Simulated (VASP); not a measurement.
# Ag (a cell with a defect) in VASP: notebook, part 2 of 2

VASP 6.6.1. The steps go on from the part before.

## 3. Single point, PBEsol

Input file INCAR:

```
SYSTEM = Ag
ALGO = Normal
EDIFF = 1E-6
ENCUT = 400
GGA = PS
GGA_COMPAT = .False.
ISIF = 2
ISMEAR = -1
LASPH = .True.
LCHARG = .False.
LREAL = .False.
LWAVE = .False.
NBANDS = 48
NELM = 120
PREC = Accurate
SIGMA = 0.1
```

Input file KPOINTS:

```
k-points
0
Gamma
  2 2 2
  0 0 0
```

Input file POSCAR:

```
Ag
1.0
    0.0000000000      4.0855000000      4.0855000000
    4.0855000000      0.0000000000      4.0855000000
    4.0855000000      4.0855000000      0.0000000000
Ag
7
Direct
    0.0274203892     -0.0274644474      0.1047759148
    0.0004934525      0.5079877616      0.0081302166
   -0.0286083711      0.4339053971      0.5453803696
    0.5660108922      0.0286387223     -0.0494946763
    0.4921242198     -0.0005843838      0.5166409252
    0.4951389059      0.5047235345      0.0133528332
    0.4474205116      0.5527931710      0.4862145392
```

Potentials or basis: VASP PAW PBE potentials, release 64 (Ag).

Launch:

```console
cat potpaw_PBE.64/Ag/POTCAR > POTCAR
mpirun -np 1 vasp_std > vasp.out
```

OUTCAR:

```text
SYSTEM = Ag
   EDIFF = 1E-6
   ENCUT = 400
   GGA = PS
   ISIF = 2
   ISMEAR = -1
   LASPH = .True.
   LREAL = .False.
   NELM = 120
   PREC = Accurate

 ion  position               nearest neighbor table
   1  0.027  0.973  0.105-   6 2.75   5 2.79   2 2.79   4 2.92   3 2.92   3 3.04   4 3.04   2 3.09
                             5 3.09   6 3.12   7 3.28
   2  0.000  0.508  0.008-   4 2.78   1 2.79   7 2.82   3 2.84   6 2.86   6 2.91   7 2.99   3 3.00
                             4 3.04   1 3.09
   3  0.971  0.434  0.545-   6 2.76   5 2.78   2 2.84   7 2.91   1 2.92   7 2.98   2 3.00   1 3.04
                             5 3.04   6 3.07   4 3.31
   4  0.566  0.029  0.951-   6 2.75   2 2.78   5 2.84   7 2.91   1 2.92   7 2.98   5 3.01   1 3.04
                             2 3.04   6 3.07   3 3.31
   5  0.492  0.999  0.517-   3 2.78   1 2.79   7 2.81   4 2.84   6 2.86   6 2.91   7 3.00   4 3.01
                             3 3.04   1 3.09
   6  0.495  0.505  0.013-   7 2.75   1 2.75   4 2.75   3 2.76   2 2.86   5 2.86   5 2.91   2 2.91
                             7 3.06   3 3.07   4 3.07   1 3.12
   7  0.447  0.553  0.486-   6 2.75   5 2.81   2 2.82   3 2.91   4 2.91   4 2.98   3 2.98   2 2.99
                             5 3.00   6 3.06   1 3.28

  LATTYP: Found a face centered cubic cell.
 ALAT       =     8.1710000000

  Lattice vectors:

 A1 = (   0.0000000000,   4.0855000000,   4.0855000000)
 A2 = (   4.0855000000,   0.0000000000,   4.0855000000)
 A3 = (   4.0855000000,   4.0855000000,   0.0000000000)

Analysis of symmetry for initial positions (statically):
=====================================================================
 Subroutine PRICEL returns:
 Original cell was already a primitive cell.

 Routine SETGRP: Setting up the symmetry group for a
 face centered cubic supercell.

 Subroutine GETGRP returns: Found  1 space group operations
 (whereof  1 operations were pure point group operations)
 out of a pool of 48 trial point group operations.

The static configuration has the point symmetry C_1 .

[... 127 lines left out ...]
  Fermi-wavevector in a.u.,A,eV,Ry     =   1.353058  2.556910 24.909096  1.830767
  Thomas-Fermi vector in A             =   2.480345
   LORBIT       =      0    0 simple, 1 ext, 2 COOP (PROOUT), +10 PAW based schemes
   GGA     = PS    functional components
   LHFCALC =     F    Hartree Fock is set to
   AEXX    =    0.0000 exact exchange contribution
   IVDW    =     0    specifies the selected vdW correction
   LEPSILON=     F    determine dielectric tensor
   LRPA    =     F    only Hartree local field effects (RPA)
 non-spin polarized calculation
  energy-cutoff  :      400.00
  volume of cell :      136.38
 maximum number of plane-waves:      2488
 NGX is ok and might be reduce to    40
   NGX = 19   NGY = 19   NGZ = 19

 number of electron      77.0000001 magnetization

 Free energy of the ion-electron system (eV)
  ---------------------------------------------------
  ext. energy  EPLUGINS =         0.00000000
  ---------------------------------------------------
  free energy    TOTEN  =       -20.74417030 eV

  energy without entropy =      -20.63830489  energy(sigma->0) =      -20.69123759

 E-fermi :   6.8930     XC(G=0): -11.5477

 val. band max:        6.8877185106   @ k =   0.0000   0.0000   0.0000
 cond. band min:       7.1540019648   @ k =   0.0000   0.0000   0.0000
 fundamental gap:      0.2662834542
 Fermi energy:         6.8929910255

 k-point     1 :       0.0000    0.0000    0.0000
  band No.  band energies     occupation
      1      -0.6326      2.00000
      2       0.4501      2.00000
      3       0.4790      2.00000
      4       0.5142      2.00000
      5       0.5863      2.00000
      6       0.7535      2.00000
[... 397 lines left out ...]
     47      14.0556      0.00000
     48      14.4548      0.00000

------------------------ aborting loop because EDIFF is reached ----------------------------------------

  FORCE on cell =-STRESS in cart. coord.  units (eV):
  Direction    XX          YY          ZZ          XY          YZ          ZX
  --------------------------------------------------------------------------------------
  -------------------------------------------------------------------------------------
  Total       -2.8819403     -5.1275309     -4.9674651     -0.4872873      0.0034992      0.0015536
  in kB      -33.8555538    -60.2355979    -58.3552276     -5.7244008      0.0411066      0.0182512
  external PRESSURE =     -50.8154598 kB  Pullay stress =       0.0000000 kB

 VOLUME and BASIS-vectors are now :
 -----------------------------------------------------------------------------
  energy-cutoff  :      400.00
  volume of cell :      136.38
      direct lattice vectors                 reciprocal lattice vectors
     0.000000000  4.085500000  4.085500000    -0.122384041  0.122384041  0.122384041
     4.085500000  0.000000000  4.085500000     0.122384041 -0.122384041  0.122384041
     4.085500000  4.085500000  0.000000000     0.122384041  0.122384041 -0.122384041

 POSITION                                       TOTAL-FORCE (eV/Angst)
 -----------------------------------------------------------------------------------
      4.40136      0.54009      4.08532        -0.083347     -0.144246      0.000561
      2.10860      0.03523      2.07740         0.021693      0.033119      0.013933
      4.00087      6.19677      5.74134         0.016034      0.013882      0.025555
      4.00029      6.19573      2.42944         0.018507      0.014931     -0.024124
      6.19385      4.12131      6.09369         0.023281      0.031255     -0.013680
      2.11660      2.07744      4.08494        -0.025619      0.063784      0.000384
      4.24487      3.81437      4.08637         0.029450     -0.012726     -0.002628
 -----------------------------------------------------------------------------------
    total drift:                                0.000101      0.000048     -0.000006

  FREE ENERGIE OF THE ION-ELECTRON SYSTEM (eV)
  ---------------------------------------------------
  free  energy   TOTEN  =       -20.7441702961 eV

  energy  without entropy=      -20.6383048867  energy(sigma->0) =      -20.69123759
```

OSZICAR:

```text
N       E                     dE             d eps       ncg     rms          rms(c)
DAV:   1     0.443832567042E+03    0.44383E+03   -0.33226E+04   768   0.126E+03
DAV:   2    -0.120819195849E+02   -0.45591E+03   -0.43274E+03   800   0.313E+02
DAV:   3    -0.227997269985E+02   -0.10718E+02   -0.10607E+02   848   0.530E+01
DAV:   4    -0.228540333748E+02   -0.54306E-01   -0.54296E-01   800   0.377E+00
DAV:   5    -0.228546928743E+02   -0.65950E-03   -0.65941E-03   880   0.430E-01    0.128E+01
DAV:   6    -0.208086314256E+02    0.20461E+01   -0.78226E+00   776   0.175E+01    0.817E+00
DAV:   7    -0.207663805958E+02    0.42251E-01   -0.92710E-02   808   0.211E+00    0.470E+00
DAV:   8    -0.207445313818E+02    0.21849E-01   -0.97184E-03   840   0.119E+00    0.257E-01
DAV:   9    -0.207441316091E+02    0.39977E-03   -0.16281E-03   840   0.619E-01    0.465E-02
DAV:  10    -0.207441699060E+02   -0.38297E-04   -0.33335E-04   800   0.144E-01    0.315E-02
DAV:  11    -0.207441681065E+02    0.17995E-05   -0.77596E-05   792   0.120E-01    0.133E-02
DAV:  12    -0.207441703787E+02   -0.22722E-05   -0.53098E-06   800   0.347E-02    0.472E-03
DAV:  13    -0.207441702961E+02    0.82584E-07   -0.70218E-07   448   0.123E-02
   1 F= -.20744170E+02 E0= -.20691238E+02  d E =-.105865E+00
```

It took 72 s on 1 thread of Intel Xeon 8259CL, shared host; peak memory 0.23 GiB.

Results:

* Free energy: -20.7442 eV
* Pressure: -5.1 GPa
* Largest force: 0.167 eV/Å

Forces on the atoms (eV/Å):
```
Ag  -0.083 -0.144  0.001
Ag   0.022  0.033  0.014
Ag   0.016  0.014  0.026
Ag   0.019  0.015 -0.024
Ag   0.023  0.031 -0.014
Ag  -0.026  0.064  0.000
Ag   0.029 -0.013 -0.003
```

Levels at points of the mesh, in eV from the Fermi level:
```csv
k point,band 33,band 34,band 35,band 36,band 37,band 38,band 39,band 40,band 41,band 42
"(0.00, 0.00, 0.00)",-3.14,-3.05,-3.04,-3.04,-0.06,-0.01,0.26,0.28,2.39,2.61
"(0.50, 0.00, 0.00)",-3.45,-3.28,-3.22,-3.12,-3.07,0.32,0.43,1.12,1.26,1.72
"(0.00, 0.50, 0.00)",-3.45,-3.28,-3.22,-3.12,-3.07,0.32,0.43,1.12,1.26,1.72
"(0.00, 0.00, 0.50)",-3.52,-3.31,-3.17,-3.14,-3.06,0.31,0.48,1.17,1.22,1.70
"(0.50, 0.50, 0.50)",-3.52,-3.31,-3.17,-3.14,-3.06,0.31,0.48,1.17,1.22,1.70
"(0.50, 0.50, 0.00)",-3.53,-3.45,-3.33,-3.20,-2.95,-1.15,-0.55,-0.43,-0.19,5.35
"(0.00, 0.50, 0.50)",-3.47,-3.47,-3.44,-3.40,-3.15,-0.95,-0.60,-0.59,-0.13,5.97
"(0.50, 0.00, 0.50)",-3.54,-3.43,-3.35,-3.18,-2.97,-1.16,-0.54,-0.44,-0.20,5.44
```

Caveat: the k points lie up to 0.67 Å⁻¹ apart; the PAW data sets were made with another functional, which shifts forces and pressure a little.
